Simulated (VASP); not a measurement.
# Li: single point with revPBE+D3(BJ)

Crystal: Li.

```xyz
1
Lattice="-1.7429 1.7429 1.7429 1.7429 -1.7429 1.7429 1.7429 1.7429 -1.7429" Properties=species:S:1:pos:R:3 pbc="T T T"
Li    0.0000    0.0000    0.0000
```

```
Program             : VASP 6.6.1
Task                : single point
Functional          : revPBE
Dispersion          : D3(BJ)
Potentials or basis : VASP PAW PBE potentials, release 64 (Li_sv)
Cutoff              : 520 eV
k mesh              : 11 × 11 × 11
Occupations         : fermi-dirac, width 0.05 eV
Spin                : no spin polarisation
```

```
Dispersion energy per atom : -0.316 eV
```

Levels at points of the mesh, in eV from the Fermi level:
| k point | band 1 | band 2 | band 3 | band 4 | band 5 | band 6 |
| --- | --- | --- | --- | --- | --- | --- |
| (0.00, 0.00, 0.00) | -46.78 | -3.54 | 14.36 | 14.36 | 14.36 | 18.81 |

It took 3.1 s on 1 thread of Intel(R) Xeon(R) 6975P-C (Granite Rapids), with other jobs on the host, peak memory 0.13 GiB.
